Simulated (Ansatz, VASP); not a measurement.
**Al: VASP beside Ansatz**

Contents of INCAR:

```
SYSTEM = Al
PREC = Accurate
ENCUT = 520
EDIFF = 1E-7
ISMEAR = 0
SIGMA = 0.1
LREAL = Auto
LASPH = .TRUE.
NELM = 100
ALGO = Fast
ISIF = 2
LWAVE = .FALSE.
LCHARG = .FALSE.
GGA = PE
NBANDS = 60
```

File KPOINTS:

```
Automatic mesh
0
G
  4 4 4
  0 0 0
```

POSCAR

```
Al
1.0
    6.0624313445      0.0000000000      6.0624313445
    0.0000000000     -6.0624313445      6.0624313445
    6.0624313445     -6.0624313445      0.0000000000
Al
27
Direct
    0.0000000000      0.0000000000      0.6666666667
    0.0000000000      0.3333333333      0.6666666667
    0.3333333333      0.0000000000      0.6666666667
    0.0000000000      0.6666666667      0.6666666667
    0.3333333333      0.3333333333      0.6666666667
    0.6666666667      0.0000000000      0.6666666667
    0.3333333333      0.6666666667      0.6666666667
    0.6666666667      0.3333333333      0.6666666667
    0.6666666667      0.6666666667      0.6666666667
    0.0000000000      0.0000000000      0.3333333333
    0.0000000000      0.3333333333      0.3333333333
    0.3333333333      0.0000000000      0.3333333333
    0.0000000000      0.6666666667      0.3333333333
    0.3333333333      0.3333333333      0.3333333333
    0.6666666667      0.0000000000      0.3333333333
    0.3333333333      0.6666666667      0.3333333333
    0.6666666667      0.3333333333      0.3333333333
    0.6666666667      0.6666666667      0.3333333333
    0.0000000000      0.0000000000      0.0000000000
    0.0000000000      0.3333333333      0.0000000000
    0.3333333333      0.0000000000      0.0000000000
    0.0000000000      0.6666666667      0.0000000000
    0.3333333333      0.3333333333      0.0000000000
    0.6666666667      0.0000000000      0.0000000000
    0.3333333333      0.6666666667      0.0000000000
    0.6666666667      0.3333333333      0.0000000000
    0.6666666667      0.6666666667      0.0000000000
```

Input for Ansatz:

```yaml
crystal:
  lattice:
    - [6.0624313445, 0.0, 6.0624313445]
    - [0.0, -6.0624313445, 6.0624313445]
    - [6.0624313445, -6.0624313445, 0.0]
  atoms:
    - { symbol: Al, position: [0.0, 0.0, 0.6666666667] }
    - { symbol: Al, position: [0.0, 0.3333333333, 0.6666666667] }
    - { symbol: Al, position: [0.3333333333, 0.0, 0.6666666667] }
    - { symbol: Al, position: [0.0, 0.6666666667, 0.6666666667] }
    - { symbol: Al, position: [0.3333333333, 0.3333333333, 0.6666666667] }
    - { symbol: Al, position: [0.6666666667, 0.0, 0.6666666667] }
    - { symbol: Al, position: [0.3333333333, 0.6666666667, 0.6666666667] }
    - { symbol: Al, position: [0.6666666667, 0.3333333333, 0.6666666667] }
    - { symbol: Al, position: [0.6666666667, 0.6666666667, 0.6666666667] }
    - { symbol: Al, position: [0.0, 0.0, 0.3333333333] }
    - { symbol: Al, position: [0.0, 0.3333333333, 0.3333333333] }
    - { symbol: Al, position: [0.3333333333, 0.0, 0.3333333333] }
    - { symbol: Al, position: [0.0, 0.6666666667, 0.3333333333] }
    - { symbol: Al, position: [0.3333333333, 0.3333333333, 0.3333333333] }
    - { symbol: Al, position: [0.6666666667, 0.0, 0.3333333333] }
    - { symbol: Al, position: [0.3333333333, 0.6666666667, 0.3333333333] }
    - { symbol: Al, position: [0.6666666667, 0.3333333333, 0.3333333333] }
    - { symbol: Al, position: [0.6666666667, 0.6666666667, 0.3333333333] }
    - { symbol: Al, position: [0.0, 0.0, 0.0] }
    - { symbol: Al, position: [0.0, 0.3333333333, 0.0] }
    - { symbol: Al, position: [0.3333333333, 0.0, 0.0] }
    - { symbol: Al, position: [0.0, 0.6666666667, 0.0] }
    - { symbol: Al, position: [0.3333333333, 0.3333333333, 0.0] }
    - { symbol: Al, position: [0.6666666667, 0.0, 0.0] }
    - { symbol: Al, position: [0.3333333333, 0.6666666667, 0.0] }
    - { symbol: Al, position: [0.6666666667, 0.3333333333, 0.0] }
    - { symbol: Al, position: [0.6666666667, 0.6666666667, 0.0] }
basis:
  ecutwfc: 420
  xc_grid: 2
kpoints:
  mp_grid: { grid: [4, 4, 4], shift: [0.0, 0.0, 0.0] }
hamiltonian:
  xc: pbe
scf:
  occupations: { method: gaussian, width: 0.1 }
output:
  forces: true
  stress: true
  eigenvalues: true
```

Alike in both runs: task single point; functional PBE; k mesh 4 × 4 × 4; occupations gaussian, width 0.1 eV; no spin polarisation.

```csv
,VASP,Ansatz
version,VASP 6.6.1,Ansatz 0.2.0
potentials or method,"VASP PAW PBE potentials, release 64 (Al), cutoff 520 eV","scalar-relativistic, plane waves, PAW"
valence electrons in the cell,81,81
```

Ansatz gave:

```
gap on the k mesh at the Fermi level (eV) : none
pressure (GPa)                            : 0.2
```

Q: What did VASP give for the same quantities?

A: gap on the k mesh at the Fermi level (eV): none; pressure (GPa): 0.1.

A gap of «none» marks a metal or a gap that the smearing closes.
